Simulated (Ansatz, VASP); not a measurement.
**Te: VASP beside Ansatz**

The input INCAR:

```
SYSTEM = Te
PREC = Accurate ; ENCUT = 600
EDIFF = 1E-6 ; ISMEAR = 0
SIGMA = 0.1 ; LREAL = .FALSE.
LASPH = .TRUE. ; NELM = 100
ALGO = Normal ; ISIF = 3
LWAVE = .FALSE. ; LCHARG = .FALSE.
GGA = PS ; IBRION = 2
NSW = 100 ; EDIFFG = -0.005
```

The input KPOINTS:

```
regular mesh
0
G
  12 12 8
  0 0 0
```

File POSCAR:

```
Te
1.0
    4.3186178114      0.0000000000      0.0000000000
   -2.1593089057      3.7400327339      0.0000000000
    0.0000000000      0.0000000000      5.9511784425
Te
3
Direct
    0.2841784077      0.0000000000      0.3333333333
    0.0000000000      0.2841784077      0.6666666667
    0.7158215923      0.7158215923      0.0000000000
```

Input for Ansatz:

```yaml
crystal:
  lattice:
    - [4.3186178157, 0.0, 0.0]
    - [-2.1593089078, 3.7400327376, 0.0]
    - [0.0, 0.0, 5.9511784278]
  atoms:
    - { symbol: Te, position: [0.2841784074, 0.0, 0.3333333333] }
    - { symbol: Te, position: [0.0, 0.2841784074, 0.6666666667] }
    - { symbol: Te, position: [0.7158215926, 0.7158215926, 0.0] }
basis:
  ecutwfc: 420
kpoints:
  mp_grid: { grid: [12, 12, 8] }
hamiltonian:
  xc: pbesol
scf:
  occupations: { method: gaussian, width: 0.1 }
output:
  forces: true
  stress: true
  eigenvalues: true
  write_density: true
  write_potential: true
  elf: true
  volumetric_format: npy
relax:
  adjacent_minimum: "off"
  f_tol: 0.005
  max_steps: 80
  cell: { stress_tol: 0.05 }
```

Alike in both runs: task relaxation of cell and atoms; functional PBEsol; k mesh 12 × 12 × 8; occupations gaussian, width 0.1 eV; no spin polarisation.

```csv
,VASP,Ansatz
version,VASP 6.6.1,Ansatz 0.2.0
potentials or method,"VASP PAW PBE potentials, release 64 (Te), cutoff 600 eV","scalar-relativistic, plane waves, PAW"
valence electrons in the cell,18,48
```

VASP gave:

```
gap on the k mesh at the Fermi level, each at its own relaxed structure (eV) : none
relaxed volume (Å³/atom)                                                     : 32.03
relaxed cell length with the largest relative difference (Å)                 : 5.963
```

**Question.** What did Ansatz give for the same quantities?

**Answer.** gap on the k mesh at the Fermi level, each at its own relaxed structure (eV): none; relaxed volume (Å³/atom): 32.04; relaxed cell length with the largest relative difference (Å): 5.951.

VASP's potentials were made for PBE, not for PBEsol. A gap of «none» marks a metal or a gap that the smearing closes. VASP's potentials hold 18 valence electrons a cell and Ansatz's 48, so a difference there can come from the potentials and not from the codes.

Neither program's run includes spin-orbit coupling.
